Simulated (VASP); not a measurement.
Wanted: the native input for a VASP 6.6.1 run.

- Task: single point
- Functional: PBE
- Dispersion: D3(BJ)
- Potentials or basis: VASP PAW PBE potentials, release 64 (Sb_d_GW)
- Cutoff: 400 eV
- k mesh: 9 × 9 × 1
- Occupations: gaussian, width 0.05 eV
- Spin: no spin polarisation
- Dipole correction: yes
- Further INCAR settings: ALGO = Normal; EDIFF = 1e-06; NBANDS = 38; NELMDL = -8

The structure of Sb lies in POSCAR:

```
Sb
1.0
    4.0686848921      0.0000000000      0.0000000000
   -2.0343424461      3.5235844766      0.0000000000
    0.0000000000      0.0000000000     20.8000277116
Sb
4
Direct
    0.3333333333      0.6666666667      0.2956733491
    0.6666666667      0.3333333333      0.2163458656
    0.8888888889      0.7777777778      0.5600967399
    0.5555555556      1.1111111111      0.4807692564
```

This cell differs from its parent crystal: layers slid over each other.

The input as run:

INCAR

```
ALGO = Normal ; DIPOL = 0.5 0.5 0.388
EDIFF = 1E-6 ; ENCUT = 400
GGA = PE ; GGA_COMPAT = F
IDIPOL = 3 ; ISIF = 2
ISMEAR = 0 ; IVDW = 12
LASPH = T ; LCHARG = F
LDIPOL = T ; LREAL = F
LWAVE = F ; NBANDS = 38
NELM = 120 ; NELMDL = -8
PREC = Accurate ; SIGMA = 0.05
```

KPOINTS

```
k-points
0
Gamma
  9 9 1
```

Potentials or basis: VASP PAW PBE potentials, release 64 (Sb_d_GW).

The run is started by

```bash
$ cat potpaw_PBE.64/Sb_d_GW/POTCAR > POTCAR
$ mpirun -np 1 vasp_std > vasp.out
```

It gave:

```
Largest force              : 0.100 eV/Å
Band gap on the k mesh     : 0.88 eV (least direct gap 1.51 eV)
Dispersion energy per atom : -0.291 eV
```

Caveat: the cell differs from its parent crystal (layers slid over each other); spin-orbit coupling is left out, which moves the levels of the heavy elements.

Wall time 3.9 min on 1 thread of AMD EPYC 9R45 96-Core Processor (Zen 5), on a shared host, peak memory 0.39 GiB.
